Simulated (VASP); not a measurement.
# LiTlF4 (P4/mmm) in VASP: further runs

The runs below take LiTlF4 through single point, relaxation of cell and atoms, with PBE.

Everything below comes from runs of VASP 6.6.1. Logs are shortened: lines on timing, memory, paths and dates and some standing lists are left out, and cuts for length are marked.

### 1 The cell of the first run

Symmetry: P4/mmm, No. 123, tetragonal system. Conventional cell: a = 3.766 Å, b = 3.766 Å, c = 5.306 Å, α = 90.00°, β = 90.00°, γ = 90.00°. Li (site symmetry 4/mmm) has 8 F at 2.30 Å within 3.0 Å. Within 3.0 Å of Tl (site symmetry 4/mmm) lie 8 F at 2.30 Å. F (site symmetry 2mm) has 2 Tl at 2.30 Å and 2 Li at 2.30 Å and 6 F at 2.65 to 2.66 Å within 3.0 Å.

### 2 Single point, PBE

The input, INCAR:

```
SYSTEM = LiTlF4
PREC = Accurate ; ENCUT = 520
EDIFF = 1E-7 ; ISMEAR = 0
SIGMA = 0.02 ; LREAL = .False.
LASPH = .True. ; NELM = 60
ALGO = Normal ; ISIF = 2
LWAVE = .False. ; LCHARG = .True.
GGA = PE ; LELF = .True.
LVHAR = .True. ; NBANDS = 31
```

The input, KPOINTS:

```
Automatic mesh
0
Gamma
  8 8 6
  0 0 0
```

The input, POSCAR:

```
LiTlF4
1.0
    3.7661875851      0.0000000000      0.0000000000
    0.0000000000      3.7661875851      0.0000000000
    0.0000000000      0.0000000000      5.3055185219
Li Tl F
1 1 4
Direct
    0.0000000000      0.0000000000      0.0000000000
    0.5000000000      0.5000000000      0.5000000000
    0.5000000000      0.0000000000      0.2502718998
    0.0000000000      0.5000000000      0.7497281002
    0.5000000000      0.0000000000      0.7497281002
    0.0000000000      0.5000000000      0.2502718998
```

Potentials or basis: VASP PAW PBE potentials, release 64 (Li_sv, Tl_d, F).

Started as:

```console
> cat potpaw_PBE.64/Li_sv/POTCAR potpaw_PBE.64/Tl_d/POTCAR potpaw_PBE.64/F/POTCAR > POTCAR
> mpirun -np 1 vasp_std > vasp.out
```

OUTCAR:

```text
SYSTEM = LiTlF4
   PREC = Accurate
   ENCUT = 520
   EDIFF = 1E-7
   ISMEAR = 0
   LREAL = .False.
   LASPH = .True.
   NELM = 60
   ISIF = 2
   GGA = PE

 ion  position               nearest neighbor table
   1  0.000  0.000  0.000-
   2  0.500  0.500  0.500-   3 2.30   4 2.30   5 2.30   6 2.30   3 2.30   5 2.30   4 2.30   6 2.30

   3  0.500  0.000  0.250-   2 2.30   2 2.30
   4  0.000  0.500  0.750-   2 2.30   2 2.30
   5  0.500  0.000  0.750-   2 2.30   2 2.30
   6  0.000  0.500  0.250-   2 2.30   2 2.30

  LATTYP: Found a simple tetragonal cell.
 ALAT       =     3.7661875851
 C/A-ratio  =     1.4087239156

  Lattice vectors:

 A1 = (   3.7661875851,   0.0000000000,   0.0000000000)
 A2 = (   0.0000000000,   3.7661875851,   0.0000000000)
 A3 = (   0.0000000000,   0.0000000000,   5.3055185219)

Analysis of symmetry for initial positions (statically):
=====================================================================
 Subroutine PRICEL returns:
 Original cell was already a primitive cell.

 Routine SETGRP: Setting up the symmetry group for a
 simple tetragonal supercell.

 Subroutine GETGRP returns: Found 16 space group operations
 (whereof 16 operations were pure point group operations)
 out of a pool of 16 trial point group operations.

The static configuration has the point symmetry D_4h.

Analysis of symmetry for dynamics (positions and initial velocities):
=====================================================================
 Subroutine PRICEL returns:
 Original cell was already a primitive cell.

 Routine SETGRP: Setting up the symmetry group for a
 simple tetragonal supercell.

 Subroutine GETGRP returns: Found 16 space group operations
 (whereof 16 operations were pure point group operations)
 out of a pool of 16 trial point group operations.

The dynamic configuration has the point symmetry D_4h.

 Subroutine INISYM returns: Found 16 space group operations
 (whereof 16 operations are pure point group operations),
 and found     1 'primitive' translations

----------------------------------------------------------------------------------------

                                     Primitive cell

  volume of cell :      75.2544

  direct lattice vectors                    reciprocal lattice vectors
     3.766187585  0.000000000  0.000000000     0.265520497  0.000000000  0.000000000
     0.000000000  3.766187585  0.000000000     0.000000000  0.265520497  0.000000000
     0.000000000  0.000000000  5.305518522     0.000000000  0.000000000  0.188482991

  length of vectors
     3.766187585  3.766187585  5.305518522     0.265520497  0.265520497  0.188482991

  position of ions in fractional coordinates (direct lattice)
     0.000000000  0.000000000  0.000000000
     0.500000000  0.500000000  0.500000000
     0.500000000  0.000000000  0.250271900
     0.000000000  0.500000000  0.749728100
     0.500000000  0.000000000  0.749728100
     0.000000000  0.500000000  0.250271900

  ion indices of the primitive-cell ions
   primitive index   ion index
                 1           1
                 2           2
                 3           3
                 4           4
                 5           5
                 6           6

----------------------------------------------------------------------------------------

 KPOINTS: Automatic mesh

Automatic generation of k-mesh.
 Grid dimensions read from file:
 generate k-points for:    8    8    6

 Generating k-lattice:

  Cartesian coordinates                     Fractional coordinates (reciprocal lattice)
     0.033190062  0.000000000  0.000000000     0.125000000  0.000000000  0.000000000
     0.000000000  0.033190062  0.000000000     0.000000000  0.125000000  0.000000000
     0.000000000  0.000000000  0.031413832     0.000000000  0.000000000  0.166666667

  Length of vectors
     0.033190062  0.033190062  0.031413832

  Shift w.r.t. Gamma in fractional coordinates (k-lattice)
     0.000000000  0.000000000  0.000000000

 Subroutine IBZKPT returns following result:
 ===========================================

 Found     60 irreducible k-points:

 Following reciprocal coordinates:
            Coordinates               Weight
  0.000000  0.000000  0.000000      1.000000
  0.125000  0.000000  0.000000      4.000000
  0.250000  0.000000  0.000000      4.000000
  0.375000  0.000000  0.000000      4.000000
  0.500000  0.000000  0.000000      2.000000
  0.125000  0.125000  0.000000      4.000000
[... 16 lines left out ...]
  0.375000  0.125000  0.166667     16.000000
  0.500000  0.125000  0.166667      8.000000
 [... further k-points ...]
   k-points           NKPTS =     60   k-points in BZ     NKDIM =     60   number of bands    NBANDS=     31
   number of dos      NEDOS =    301   number of ions     NIONS =      6
   total plane-waves  NPLWV =  31360
   dimension x,y,z NGX =    28 NGY =   28 NGZ =   40
   dimension x,y,z NGXF=    56 NGYF=   56 NGZF=   80
   ions per type =               1   1   4
   NGX,Y,Z   is equivalent  to a cutoff of  12.36, 12.36, 12.53 a.u.
   NGXF,Y,Z  is equivalent  to a cutoff of  24.72, 24.72, 25.07 a.u.
 SYSTEM =  LiTlF4
   PREC   = accura    normal or accurate (medium, high low for compatibility)
   ISTART =      0    job   : 0-new  1-cont  2-samecut
   ICHARG =      2    charge: 1-file 2-atom 10-const
   ISPIN  =      1    spin polarized calculation?
   LNONCOLLINEAR =      F non collinear calculations
   LSORBIT =      F    spin-orbit coupling
   LASPH  =      T    aspherical Exc in radial PAW
   ENCUT  =  520.0 eV  38.22 Ry    6.18 a.u.   7.00  7.00  9.86*2*pi/ulx,y,z
   NELM   =     60;   NELMIN=  2; NELMDL= -5     # of ELM steps
   EDIFF  = 0.1E-06   stopping-criterion for ELM
   LREAL  =      F    real-space projection
   EDIFFG = 0.1E-05   stopping-criterion for IOM
   NSW    =      0    number of steps for IOM
   IBRION =     -1    ionic relax: 0-MD 1-quasi-New 2-CG
   NFREE  =      0    steps in history (QN), initial steepest desc. (CG)
   ISIF   =      2    stress and relaxation
   ISYM   =      2    0-nonsym 1-usesym 2-fastsym
   POTIM  = 0.5000    time-step for ionic-motion
   TEBEG  =    0.0;   TEEND  =   0.0 temperature during run
   PSTRESS=    0.0 pullay stress
   NELECT =      44.0000    total number of electrons
   NUPDOWN=      -1.0000    fix difference up-down
   EMIN   =  10.00;   EMAX   =-10.00  energy-range for DOS
   EFERMI =   0.00;   METHOD = LEGACY
   ISMEAR =     0;   SIGMA  =   0.02  broadening in eV -4-tet -1-fermi 0-gaus
   EFERMI_NEDOS =   21; number of points for ismear=-14 and -15
   IALGO  =     38    algorithm
   IMIX   =      4    mixing-type and parameters
     AMIX     =   0.40;   BMIX     =  1.00
     AMIX_MAG =   1.60;   BMIX_MAG =  1.00
  volume/ion in A,a.u.               =      12.54        84.64
  Fermi-wavevector in a.u.,A,eV,Ry     =   1.368932  2.586906 25.496968  1.873974
  Thomas-Fermi vector in A             =   2.494852
   LORBIT       =      0    0 simple, 1 ext, 2 COOP (PROOUT), +10 PAW based schemes
   GGA     = PE    functional components
   LHFCALC =     F    Hartree Fock is set to
   AEXX    =    0.0000 exact exchange contribution
   IVDW    =     0    specifies the selected vdW correction
   LEPSILON=     F    determine dielectric tensor
   LRPA    =     F    only Hartree local field effects (RPA)
 non-spin polarized calculation
 Gauss-broadening in eV      SIGMA  =   0.02
  energy-cutoff  :      520.00
  volume of cell :       75.25
 maximum number of plane-waves:      2072
   NGX = 15   NGY = 15   NGZ = 19

 number of electron      43.9999949 magnetization

 Free energy of the ion-electron system (eV)
  ---------------------------------------------------
  ext. energy  EPLUGINS =         0.00000000
  ---------------------------------------------------
  free energy    TOTEN  =       -24.18169044 eV

  energy without entropy =      -24.18169044  energy(sigma->0) =      -24.18169044

 E-fermi :   0.0430     XC(G=0):  -9.6723

 val. band max:       -0.0598803802   @ k =   0.5000   0.5000   0.0000
 cond. band min:       1.8487448929   @ k =   0.0000   0.0000   0.0000
 fundamental gap:      1.9086252732
 Fermi energy:         0.0430167355

 k-point     1 :       0.0000    0.0000    0.0000
  band No.  band energies     occupation
      1     -42.0651      2.00000
      2     -20.8328      2.00000
      3     -20.3054      2.00000
      4     -20.0489      2.00000
      5     -19.6218      2.00000
      6      -8.7721      2.00000
[... 23 lines left out ...]
     30      14.8631      0.00000
     31      14.8631      0.00000

 k-point     2 :       0.1250    0.0000    0.0000
  band No.  band energies     occupation
      1     -42.0650      2.00000
      2     -20.7966      2.00000
      3     -20.2849      2.00000
      4     -20.0713      2.00000
      5     -19.6554      2.00000
      6      -8.7661      2.00000
[... 23 lines left out ...]
     30      14.6446      0.00000
     31      14.9083      0.00000

 k-point     3 :       0.2500    0.0000    0.0000
  band No.  band energies     occupation
      1     -42.0648      2.00000
      2     -20.6971      2.00000
      3     -20.2258      2.00000
      4     -20.1360      2.00000
      5     -19.7442      2.00000
      6      -8.7515      2.00000
[... 23 lines left out ...]
     30      14.4617      0.00000
     31      15.0326      0.00000

 k-point     4 :       0.3750    0.0000    0.0000
  band No.  band energies     occupation
      1     -42.0646      2.00000
      2     -20.5587      2.00000
      3     -20.2395      2.00000
      4     -20.1341      2.00000
      5     -19.8651      2.00000
      6      -8.7368      2.00000
[... 635 lines left out ...]
     30      14.3172      0.00000
     31      15.5068      0.00000

 k-point    23 :       0.3750    0.1250    0.1667
  band No.  band energies     occupation
      1     -42.0645      2.00000
      2     -20.5116      2.00000
      3     -20.2234      2.00000
      4     -20.1508      2.00000
      5     -19.9053      2.00000
      6      -8.6585      2.00000
[... 23 lines left out ...]
     30      14.7074      0.00000
     31      15.6497      0.00000

 k-point    24 :       0.5000    0.1250    0.1667
  band No.  band energies     occupation
      1     -42.0643      2.00000
      2     -20.4053      2.00000
      3     -20.3142      2.00000
      4     -20.0660      2.00000
      5     -20.0009      2.00000
      6      -8.6557      2.00000
[... 23 lines left out ...]
     30      15.0170      0.00000
     31      15.6100      0.00000

 [... further k-points ...]

------------------------ aborting loop because EDIFF is reached ----------------------------------------

  FORCE on cell =-STRESS in cart. coord.  units (eV):
  Direction    XX          YY          ZZ          XY          YZ          ZX
  --------------------------------------------------------------------------------------
  -------------------------------------------------------------------------------------
  Total       -0.0446180     -0.0446180     -0.0605017      0.0000000      0.0000000      0.0000000
  in kB       -0.9499235     -0.9499235     -1.2880910      0.0000000      0.0000000      0.0000000
  external PRESSURE =      -1.0626460 kB  Pullay stress =       0.0000000 kB

 VOLUME and BASIS-vectors are now :
 -----------------------------------------------------------------------------
  energy-cutoff  :      520.00
  volume of cell :       75.25
      direct lattice vectors                 reciprocal lattice vectors
     3.766187585  0.000000000  0.000000000     0.265520497  0.000000000  0.000000000
     0.000000000  3.766187585  0.000000000     0.000000000  0.265520497  0.000000000
     0.000000000  0.000000000  5.305518522     0.000000000  0.000000000  0.188482991

 POSITION                                       TOTAL-FORCE (eV/Angst)
 -----------------------------------------------------------------------------------
      0.00000      0.00000      0.00000        -0.000000      0.000000     -0.000000
      1.88309      1.88309      2.65276        -0.000000      0.000000     -0.000000
      1.88309      0.00000      1.32782        -0.000000     -0.000000     -0.019554
      0.00000      1.88309      3.97770         0.000000      0.000000      0.019554
      1.88309      0.00000      3.97770        -0.000000     -0.000000      0.019554
      0.00000      1.88309      1.32782        -0.000000     -0.000000     -0.019554
 -----------------------------------------------------------------------------------
    total drift:                                0.000000      0.000000     -0.000000

  FREE ENERGIE OF THE ION-ELECTRON SYSTEM (eV)
  ---------------------------------------------------
  free  energy   TOTEN  =       -24.1816904422 eV

  energy  without entropy=      -24.1816904422  energy(sigma->0) =      -24.18169044
```

Wall time 3 min (1 thread of Intel Xeon 8259CL, shared host); peak memory 0.26 GiB.

What came out:

```yaml
Free_energy: -24.1817 eV
Largest_force: 0.020 eV/Å
Band_gap_on_the_k_mesh: 1.91 eV (least direct gap 2.12 eV)
```

Forces in eV/Å, atoms in the order of the input:
```
Li   0.000  0.000  0.000
Tl   0.000  0.000  0.000
F    0.000  0.000 -0.020
F    0.000  0.000  0.020
F    0.000  0.000  0.020
F    0.000  0.000 -0.020
```

Levels at points of the mesh, in eV from the valence-band top:
| k point | band 20 | band 21 | band 22 | band 23 | band 24 | band 25 |
| --- | --- | --- | --- | --- | --- | --- |
| (0.00, 0.00, 0.00) | -0.28 | -0.21 | -0.21 | 1.91 | 9.36 | 10.58 |
| (0.50, 0.00, 0.00) | -0.65 | -0.51 | -0.21 | 3.95 | 8.65 | 11.40 |
| (0.50, 0.50, 0.00) | -0.21 | -0.21 | 0.00 | 4.46 | 9.56 | 9.56 |
| (0.00, 0.00, 0.50) | -0.57 | -0.32 | -0.32 | 2.81 | 7.71 | 10.88 |
| (0.50, 0.00, 0.50) | -1.02 | -0.87 | -0.82 | 4.15 | 8.97 | 9.75 |
| (0.50, 0.50, 0.50) | -0.15 | -0.12 | -0.10 | 4.65 | 10.55 | 10.55 |

Caveat: the cutoff is under 1.25 times the usual one of these potentials, so pressure, stress and relaxed cells hold a basis-set (Pulay) error; spin-orbit coupling is left out, which moves the levels of the heavy elements. A k mesh can miss the band edges.

### 3 Single point, PBE

The input, INCAR:

```
  ALGO = Normal
  EDIFF = 1E-7
  ENCUT = 520
  GGA = PE
  ISIF = 2
  ISMEAR = 0
  LASPH = T
  LCHARG = T
  LELF = T
  LREAL = F
  LVHAR = T
  LWAVE = F
  NBANDS = 31
  NELM = 80
  PREC = Accurate
  SIGMA = 0.02
```

The input, KPOINTS:

```
k-points
0
Gamma
  8 8 6
```

POSCAR is that of step 2.

Potentials or basis: VASP PAW PBE potentials, release 64 (Li_sv, Tl_d, F).

Started as:

```console
> cat potpaw_PBE.64/Li_sv/POTCAR potpaw_PBE.64/Tl_d/POTCAR potpaw_PBE.64/F/POTCAR > POTCAR
> mpirun -np 1 vasp_std > vasp.out
```

It took 2.7 min on 1 thread of Intel Xeon 8259CL, shared host; peak memory 0.26 GiB.

The run converged. Its results:

* Free energy: -24.1817 eV
* Largest force: 0.020 eV/Å
* Band gap on the k mesh: 1.91 eV (least direct gap 2.12 eV)

Forces in eV/Å, atoms in the order of the input:
```
Li   0.000  0.000  0.000
Tl   0.000  0.000  0.000
F    0.000  0.000 -0.020
F    0.000  0.000  0.020
F    0.000  0.000  0.020
F    0.000  0.000 -0.020
```

Levels at points of the mesh, in eV from the valence-band top:
```
           k point  band 18  band 19  band 20  band 21  band 22  band 23  band 24  band 25  band 26  band 27
(0.00, 0.00, 0.00)    -0.76    -0.76    -0.28    -0.21    -0.21     1.91     9.36    10.58    11.92    11.92
(0.50, 0.00, 0.00)    -1.24    -1.04    -0.65    -0.51    -0.21     3.95     8.65    11.40    11.57    12.92
(0.50, 0.50, 0.00)    -0.23    -0.22    -0.21    -0.21     0.00     4.46     9.56     9.56    12.02    12.57
(0.00, 0.00, 0.50)    -0.62    -0.62    -0.57    -0.32    -0.32     2.81     7.71    10.88    12.22    12.22
(0.50, 0.00, 0.50)    -1.29    -1.09    -1.02    -0.87    -0.82     4.15     8.97     9.75    12.56    12.97
(0.50, 0.50, 0.50)    -1.29    -0.72    -0.15    -0.12    -0.10     4.65    10.55    10.55    11.65    11.99
```

Caveat: the cutoff is under 1.25 times the usual one of these potentials, so pressure, stress and relaxed cells hold a basis-set (Pulay) error; spin-orbit coupling is left out, which moves the levels of the heavy elements.

### 4 Relaxation of cell and atoms, PBE

This run uses another cell than the first one, of 12.27 Å³/atom.

The input, INCAR:

```
  PREC = Accurate
  ENCUT = 600
  EDIFF = 1E-6
  ISMEAR = 0
  SIGMA = 0.02
  LREAL = False
  LASPH = True
  NELM = 60
  ALGO = Normal
  ISIF = 3
  LWAVE = False
  LCHARG = False
  GGA = PE
  IBRION = 2
  NSW = 100
  EDIFFG = -0.01
```

The input, KPOINTS:

```
Automatic mesh
0
Gamma
  8 8 6
```

The input, POSCAR:

```
LiTlF4
1.0
    3.7336322600      0.0000000000      0.0000000000
    0.0000000000      3.7336322600      0.0000000000
    0.0000000000      0.0000000000      5.2801533800
Li Tl F
1 1 4
Direct
    0.0000000000      0.0000000000      0.0000000000
    0.5000000000      0.5000000000      0.5000000000
    0.5000000000      0.0000000000      0.2500000000
    0.0000000000      0.5000000000      0.7500000000
    0.5000000000      0.0000000000      0.7500000000
    0.0000000000      0.5000000000      0.2500000000
```

Started as:

```console
> cat potpaw_PBE.64/Li_sv/POTCAR potpaw_PBE.64/Tl_d/POTCAR potpaw_PBE.64/F/POTCAR > POTCAR
> mpirun -np 1 vasp_std > vasp.out
```

Wall time 6.8 min (1 thread of Intel Xeon 8259CL, shared host); peak memory 0.28 GiB.

Results (log left out):

| Item | Value |
| --- | --- |
| Free energy | -24.1835 eV |
| Relaxed volume | 12.48 Å³/atom |
| Relaxed cell | a = 3.760 Å, b = 3.760 Å, c = 5.298 Å, α = 90.00°, β = 90.00°, γ = 90.00° |
| Space group after relaxing (to 0.1 Å) | P4/mmm (No. 123) |
| Energy gained by relaxing | 1.4 meV/atom |
| Ionic steps | 5 |
| Pressure after relaxing | 0.0 GPa |
| Largest force after relaxing | 0.009 eV/Å |
| Band gap on the k mesh | 1.92 eV (least direct gap 2.13 eV) |

Forces on the atoms (eV/Å):
```
Li   0.000  0.000  0.000
Tl   0.000  0.000  0.000
F    0.000  0.000  0.009
F    0.000  0.000 -0.009
F    0.000  0.000 -0.009
F    0.000  0.000  0.009
```

Stress tensor (GPa, compression positive):
```
 0.11  0.00  0.00
 0.00  0.11  0.00
 0.00  0.00 -0.10
```

Step by step:
| step | energy change (eV) | largest force (eV/Å) | pressure (GPa) | volume (Å³) |
| --- | --- | --- | --- | --- |
| 1 | 0.0000 | 0.1067 | 1.82 | 73.61 |
| 2 | -0.0082 | 0.0431 | -0.27 | 75.10 |
| 3 | -0.0084 | 0.0233 | 0.01 | 74.89 |
| 4 | -0.0084 | 0.0205 | 0.04 | 74.86 |
| 5 | -0.0086 | 0.0093 | 0.04 | 74.90 |

Final structure:
```cif
data_structure
_symmetry_space_group_name_H-M 'P 1'
_symmetry_Int_Tables_number 1
_cell_length_a 3.7601
_cell_length_b 3.7601
_cell_length_c 5.2975
_cell_angle_alpha 90.000
_cell_angle_beta 90.000
_cell_angle_gamma 90.000
_cell_volume 74.90
loop_
_atom_site_label
_atom_site_type_symbol
_atom_site_fract_x
_atom_site_fract_y
_atom_site_fract_z
_atom_site_occupancy
Li1 Li 0.00000 0.00000 0.00000 1
Tl1 Tl 0.50000 0.50000 0.50000 1
F1 F 0.50000 0.00000 0.24936 1
F2 F 0.00000 0.50000 0.75064 1
F3 F 0.50000 0.00000 0.75064 1
F4 F 0.00000 0.50000 0.24936 1
```

Levels at points of the mesh, in eV from the valence-band top:
```
           k point  band 19  band 20  band 21  band 22  band 23  band 24  band 25  band 26
(0.00, 0.00, 0.00)    -0.76    -0.28    -0.21    -0.21     1.92     9.39    10.62    11.92
(0.50, 0.00, 0.00)    -1.05    -0.65    -0.52    -0.21     3.95     8.63    11.46    11.60
(0.50, 0.50, 0.00)    -0.22    -0.21    -0.21     0.00     4.45     9.57     9.57    12.01
(0.00, 0.00, 0.50)    -0.62    -0.56    -0.33    -0.33     2.83     7.74    10.90    12.22
(0.50, 0.00, 0.50)    -1.09    -1.04    -0.86    -0.82     4.16     8.95     9.79    12.63
(0.50, 0.50, 0.50)    -0.72    -0.15    -0.11    -0.11     4.65    10.55    10.55    11.70
```

Caveat: the cutoff is under 1.25 times the usual one of these potentials, so pressure, stress and relaxed cells hold a basis-set (Pulay) error; spin-orbit coupling is left out, which moves the levels of the heavy elements. A k mesh can miss the band edges.
